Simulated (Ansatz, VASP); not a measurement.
Na3BiH6: VASP beside Ansatz

```
Na Bi H
1.0
    -4.14977    4.14977    4.14977
     4.14977   -4.14977    4.14977
     4.14977    4.14977   -4.14977
Na Bi H
3 1 6
Direct
  0.00000 0.50000 0.50000
  0.50000 0.00000 0.50000
  0.50000 0.50000 0.00000
  0.00000 0.00000 0.00000
  0.00000 0.25429 0.25429
  0.00000 0.74571 0.74571
  0.25429 0.00000 0.25429
  0.74571 0.00000 0.74571
  0.25429 0.25429 0.00000
  0.74571 0.74571 0.00000
```

Alike in both runs: task relaxation of cell and atoms; functional PBE; k mesh 6 × 6 × 6; occupations gaussian, width 0.02 eV; no spin polarisation.

|  | VASP | Ansatz |
| --- | --- | --- |
| version | VASP 6.6.1 | Ansatz 0.2.0 |
| potentials or method | VASP PAW PBE potentials, release 64 (Na_pv, Bi_d, H), cutoff 600 eV | scalar-relativistic, plane waves, PAW |
| valence electrons in the cell | 42 | 48 |

|  | VASP | Ansatz | Ansatz less VASP |
| --- | --- | --- | --- |
| gap on the k mesh at the Fermi level, each at its own relaxed structure (eV) | 1.76 | 1.76 | 0.000 |
| relaxed volume (Å³/atom) | 28.58 | 28.58 | 0.000 |
| relaxed cell length with the largest relative difference (Å) | 7.188 | 7.188 | 0.0000 |

VASP's potentials hold 42 valence electrons a cell and Ansatz's 48, so a difference there can come from the potentials and not from the codes.

Neither program's run includes spin-orbit coupling. Noted on VASP's run: the relaxation stopped at its first step, so nothing moved.
